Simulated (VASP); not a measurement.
# Al2Cu (P4/mmm) in VASP: notebook

Runs on Al2Cu. Level: PBEsol. Tasks: single point.

All numbers are computed with VASP 6.6.1; they aren't measurements. Logs are shortened: lines on timing, memory, paths and dates and some standing lists are left out, and cuts for length are marked.

### 1 The cell of the first run

It takes space group P4/mmm (No. 123, tetragonal). The conventional cell has a = 4.145 Å, b = 4.145 Å, c = 2.804 Å, α = 90.00°, β = 90.00°, γ = 90.00°. Within 3.3 Å of Al (site symmetry mmm) lie 4 Cu at 2.50 Å and 6 Al at 2.80 to 2.93 Å. Cu (site symmetry 4/mmm) has 8 Al at 2.50 Å and 2 Cu at 2.80 Å within 3.3 Å.

### 2 Single point, PBEsol (strain +0.015 along x and y, -0.015 along z)

The input, INCAR:

```
PREC     = Accurate       # precision mode
ENCUT    = 520            # plane-wave cutoff, eV
EDIFF    = 1E-7           # SCF threshold, eV
ISMEAR   = 0              # smearing method
SIGMA    = 0.15           # smearing width, eV
LREAL    = False          # projectors in reciprocal space
LASPH    = True           # aspherical terms in the spheres
NELM     = 60             # most SCF steps
ALGO     = Fast           # electronic algorithm
ISIF     = 2              # what is computed and relaxed
LWAVE    = False          # write WAVECAR
LCHARG   = False          # write CHGCAR
GGA      = PS             # functional
NBANDS   = 16             # bands
```

The input, KPOINTS:

```
Automatic mesh
0
Gamma
  12 12 16
```

The input, POSCAR:

```
Al2Cu
1.0
    4.1454347794      0.0000000000      0.0000000000
    0.0000000000      4.1454347794      0.0000000000
    0.0000000000      0.0000000000      2.8036988300
Al Cu
2 1
Direct
    0.5000000000      0.0000000000      0.5000000000
    0.0000000000      0.5000000000      0.5000000000
    0.0000000000      0.0000000000      0.0000000000
```

Potentials or basis: VASP PAW PBE potentials, release 64 (Al, Cu).

Run with:

```console
$ cat potpaw_PBE.64/Al/POTCAR potpaw_PBE.64/Cu/POTCAR > POTCAR
$ mpirun -np 1 vasp_std > vasp.out
```

OUTCAR:

```text
PREC = Accurate
   ENCUT = 520
   EDIFF = 1E-7
   ISMEAR = 0
   LREAL = False
   LASPH = True
   NELM = 60
   ISIF = 2
   GGA = PS

 ion  position               nearest neighbor table
   1  0.500  0.000  0.500-   3 2.50   3 2.50   3 2.50   3 2.50   2 2.93   2 2.93   2 2.93   2 2.93

   2  0.000  0.500  0.500-   3 2.50   3 2.50   3 2.50   3 2.50   1 2.93   1 2.93   1 2.93   1 2.93

   3  0.000  0.000  0.000-   1 2.50   2 2.50   1 2.50   2 2.50   2 2.50   2 2.50   1 2.50   1 2.50

  LATTYP: Found a simple tetragonal cell.
 ALAT       =     4.1454347794
 C/A-ratio  =     0.6763340830

  Lattice vectors:

 A1 = (   4.1454347794,   0.0000000000,   0.0000000000)
 A2 = (   0.0000000000,   4.1454347794,   0.0000000000)
 A3 = (   0.0000000000,   0.0000000000,   2.8036988300)

Analysis of symmetry for initial positions (statically):
=====================================================================
 Subroutine PRICEL returns:
 Original cell was already a primitive cell.

 Routine SETGRP: Setting up the symmetry group for a
 simple tetragonal supercell.

 Subroutine GETGRP returns: Found 16 space group operations
 (whereof 16 operations were pure point group operations)
 out of a pool of 16 trial point group operations.

The static configuration has the point symmetry D_4h.

Analysis of symmetry for dynamics (positions and initial velocities):
=====================================================================
 Subroutine PRICEL returns:
 Original cell was already a primitive cell.

 Routine SETGRP: Setting up the symmetry group for a
 simple tetragonal supercell.

 Subroutine GETGRP returns: Found 16 space group operations
 (whereof 16 operations were pure point group operations)
 out of a pool of 16 trial point group operations.

The dynamic configuration has the point symmetry D_4h.

 Subroutine INISYM returns: Found 16 space group operations
 (whereof 16 operations are pure point group operations),
 and found     1 'primitive' translations

----------------------------------------------------------------------------------------

                                     Primitive cell

  volume of cell :      48.1805

  direct lattice vectors                    reciprocal lattice vectors
     4.145434779  0.000000000  0.000000000     0.241229220  0.000000000  0.000000000
     0.000000000  4.145434779  0.000000000     0.000000000  0.241229220  0.000000000
     0.000000000  0.000000000  2.803698830     0.000000000  0.000000000  0.356671690

[... 88 lines left out ...]
   NSW    =      0    number of steps for IOM
   IBRION =     -1    ionic relax: 0-MD 1-quasi-New 2-CG
   NFREE  =      0    steps in history (QN), initial steepest desc. (CG)
   ISIF   =      2    stress and relaxation
   ISYM   =      2    0-nonsym 1-usesym 2-fastsym
   POTIM  = 0.5000    time-step for ionic-motion
   TEBEG  =    0.0;   TEEND  =   0.0 temperature during run
   PSTRESS=    0.0 pullay stress
   NELECT =      17.0000    total number of electrons
   NUPDOWN=      -1.0000    fix difference up-down
   EMIN   =  10.00;   EMAX   =-10.00  energy-range for DOS
   EFERMI =   0.00;   METHOD = LEGACY
   ISMEAR =     0;   SIGMA  =   0.15  broadening in eV -4-tet -1-fermi 0-gaus
   EFERMI_NEDOS =   21; number of points for ismear=-14 and -15
   IALGO  =     68    algorithm
   IMIX   =      4    mixing-type and parameters
     AMIX     =   0.40;   BMIX     =  1.00
     AMIX_MAG =   1.60;   BMIX_MAG =  1.00
  volume/ion in A,a.u.               =      16.06       108.38
  Fermi-wavevector in a.u.,A,eV,Ry     =   1.156824  2.186080 18.207885  1.338242
  Thomas-Fermi vector in A             =   2.293441
   LORBIT       =      0    0 simple, 1 ext, 2 COOP (PROOUT), +10 PAW based schemes
   GGA     = PS    functional components
   LHFCALC =     F    Hartree Fock is set to
   AEXX    =    0.0000 exact exchange contribution
   IVDW    =     0    specifies the selected vdW correction
   LEPSILON=     F    determine dielectric tensor
   LRPA    =     F    only Hartree local field effects (RPA)
 non-spin polarized calculation
 RMM-DIIS sequential band-by-band and
 Gauss-broadening in eV      SIGMA  =   0.15
  energy-cutoff  :      520.00
  volume of cell :       48.18
 maximum number of plane-waves:      1328
 NGX is ok and might be reduce to    32
   NGX = 15   NGY = 15   NGZ = 11

 number of electron      16.9999996 magnetization

 Free energy of the ion-electron system (eV)
  ---------------------------------------------------
  ext. energy  EPLUGINS =         0.00000000
  ---------------------------------------------------
  free energy    TOTEN  =       -12.56522975 eV

  energy without entropy =      -12.55507915  energy(sigma->0) =      -12.56015445

 E-fermi :   7.1858     XC(G=0): -10.5291

 val. band max:        7.1817736160   @ k =   0.3333   0.2500   0.2500
 cond. band min:       7.1886989223   @ k =   0.0000   0.0000   0.1875
 fundamental gap:      0.0069253063
 Fermi energy:         7.1857789331

 k-point     1 :       0.0000    0.0000    0.0000
  band No.  band energies     occupation
      1      -3.4363      2.00000
      2       1.6095      2.00000
      3       2.1756      2.00000
      4       2.8563      2.00000
      5       3.1425      2.00000
      6       3.1425      2.00000
[... 433 lines left out ...]
      3       1.3824      2.00000
      4       2.2183      2.00000
      5       2.7876      2.00000
      6       3.1199      2.00000
[... 8 lines left out ...]
     15      18.1180      0.00000
     16      18.4476      0.00000

 [... further k-points ...]

------------------------ aborting loop because EDIFF is reached ----------------------------------------

  FORCE on cell =-STRESS in cart. coord.  units (eV):
  Direction    XX          YY          ZZ          XY          YZ          ZX
  --------------------------------------------------------------------------------------
  -------------------------------------------------------------------------------------
  Total       -0.6131016     -0.6131016      0.1526066      0.0000000      0.0000000      0.0000000
  in kB      -20.3878530    -20.3878530      5.0747246      0.0000000      0.0000000      0.0000000
  external PRESSURE =     -11.9003271 kB  Pullay stress =       0.0000000 kB

 VOLUME and BASIS-vectors are now :
 -----------------------------------------------------------------------------
  energy-cutoff  :      520.00
  volume of cell :       48.18
      direct lattice vectors                 reciprocal lattice vectors
     4.145434779  0.000000000  0.000000000     0.241229220  0.000000000  0.000000000
     0.000000000  4.145434779  0.000000000     0.000000000  0.241229220  0.000000000
     0.000000000  0.000000000  2.803698830     0.000000000  0.000000000  0.356671690

 POSITION                                       TOTAL-FORCE (eV/Angst)
 -----------------------------------------------------------------------------------
      2.07272      0.00000      1.40185         0.000000      0.000000      0.000000
      0.00000      2.07272      1.40185         0.000000      0.000000      0.000000
      0.00000      0.00000      0.00000         0.000000      0.000000      0.000000
 -----------------------------------------------------------------------------------
    total drift:                               -0.000000     -0.000000      0.000000

  FREE ENERGIE OF THE ION-ELECTRON SYSTEM (eV)
  ---------------------------------------------------
  free  energy   TOTEN  =       -12.5652297496 eV

  energy  without entropy=      -12.5550791520  energy(sigma->0) =      -12.56015445
```

OSZICAR:

```text
N       E                     dE             d eps       ncg     rms          rms(c)
DAV:   1     0.618641950725E+02    0.61864E+02   -0.68775E+03  8104   0.111E+03
DAV:   2    -0.121278202409E+02   -0.73992E+02   -0.65641E+02  8560   0.203E+02
DAV:   3    -0.148707485423E+02   -0.27429E+01   -0.26646E+01 10976   0.440E+01
DAV:   4    -0.149317646353E+02   -0.61016E-01   -0.60993E-01  9816   0.556E+00
[... 10 lines left out ...]
RMM:  15    -0.125652295989E+02   -0.22264E-04   -0.23909E-04 11942   0.104E-01    0.245E-02
RMM:  16    -0.125652326174E+02   -0.30185E-05   -0.30091E-05 11373   0.537E-02    0.338E-02
RMM:  17    -0.125652291779E+02    0.34395E-05   -0.11192E-05 10228   0.512E-02    0.163E-02
RMM:  18    -0.125652296713E+02   -0.49342E-06   -0.46422E-06 11369   0.199E-02    0.112E-02
RMM:  19    -0.125652297496E+02   -0.78284E-07   -0.86446E-07  8682   0.733E-03
   1 F= -.12565230E+02 E0= -.12560154E+02  d E =-.101506E-01
```

stdout:

```text
POSCAR found type information on POSCAR AlCu
 POSCAR found :  2 types and       3 ions
 scaLAPACK will be used
 -----------------------------------------------------------------------------
|                                                                             |
|                                                                             |
|     You enforced a specific xc type in the INCAR file but a different       |
|     I HOPE YOU KNOW WHAT YOU ARE DOING!                                     |
|                                                                             |
 -----------------------------------------------------------------------------

 LDA part: xc-table for (Slater+PW92), standard interpolation
 POSCAR, INCAR and KPOINTS ok, starting setup
 FFT: planning ... GRIDC
 FFT: planning ... GRID_SOFT
 FFT: planning ... GRID
 WAVECAR not read
 entering main loop
WARNING in EDDRMM: call to ZHEGV failed, returncode =   8  4     14
```

Wall time 91 s (1 thread of Intel Xeon 6975P-C (Granite Rapids), shared host); peak memory 0.3 GiB.

What came out:

```
Free energy : -12.5652 eV
Pressure    : -1.2 GPa
```

Caveat: the cell differs from its parent crystal (strain +0.015 along x and y, -0.015 along z); the PAW data sets were made with another functional, which shifts forces and pressure a little.

### 3 Single point, PBEsol (strain +0.030 along x and y, -0.030 along z)

The input, INCAR:

```
  ALGO = Fast
  EDIFF = 1E-6
  ENCUT = 520
  GGA = PS
  ISIF = 2
  ISMEAR = 0
  LASPH = True
  LCHARG = False
  LREAL = False
  LWAVE = False
  NBANDS = 16
  NELM = 80
  PREC = Accurate
  SIGMA = 0.15
```

The input, KPOINTS:

```
k-points
0
Gamma
  12 12 16
```

The input, POSCAR:

```
Al2Cu
1.0
    4.2066973624      0.0000000000      0.0000000000
    0.0000000000      4.2066973624      0.0000000000
    0.0000000000      0.0000000000      2.7610029088
Al Cu
2 1
Direct
    0.5000000000      0.0000000000      0.5000000000
    0.0000000000      0.5000000000      0.5000000000
    0.0000000000      0.0000000000      0.0000000000
```

Potentials or basis: VASP PAW PBE potentials, release 64 (Al, Cu).

Run with:

```console
$ cat potpaw_PBE.64/Al/POTCAR potpaw_PBE.64/Cu/POTCAR > POTCAR
$ mpirun -np 1 vasp_std > vasp.out
```

Run time: 72 s. Hardware: 1 thread of Intel Xeon 6975P-C (Granite Rapids), shared host; peak memory 0.3 GiB.

The run converged. Its results:

* Free energy: -12.5365 eV
* Pressure: -2.2 GPa

Stress tensor (GPa, compression positive):
```
-3.80  0.00  0.00
 0.00 -3.80  0.00
 0.00  0.00  0.93
```

Levels at points of the mesh, in eV from the Fermi level:
| k point | band 7 | band 8 | band 9 | band 10 | band 11 | band 12 |
| --- | --- | --- | --- | --- | --- | --- |
| (0.00, 0.00, 0.00) | -2.71 | -2.71 | -0.66 | 0.56 | 5.34 | 5.34 |
| (0.50, 0.00, 0.00) | -3.98 | -1.51 | 1.21 | 1.24 | 1.26 | 7.69 |
| (0.50, 0.50, 0.00) | -3.99 | -3.99 | -2.50 | 8.20 | 8.20 | 8.85 |
| (0.00, 0.00, 0.50) | -2.78 | 1.98 | 2.63 | 2.63 | 2.75 | 2.75 |
| (0.50, 0.00, 0.50) | -3.04 | -2.21 | -1.39 | 3.77 | 3.83 | 4.50 |
| (0.50, 0.50, 0.50) | -2.36 | -2.36 | -0.54 | -0.41 | 0.15 | 0.15 |

Caveat: the cell differs from its parent crystal (strain +0.030 along x and y, -0.030 along z); the PAW data sets were made with another functional, which shifts forces and pressure a little.
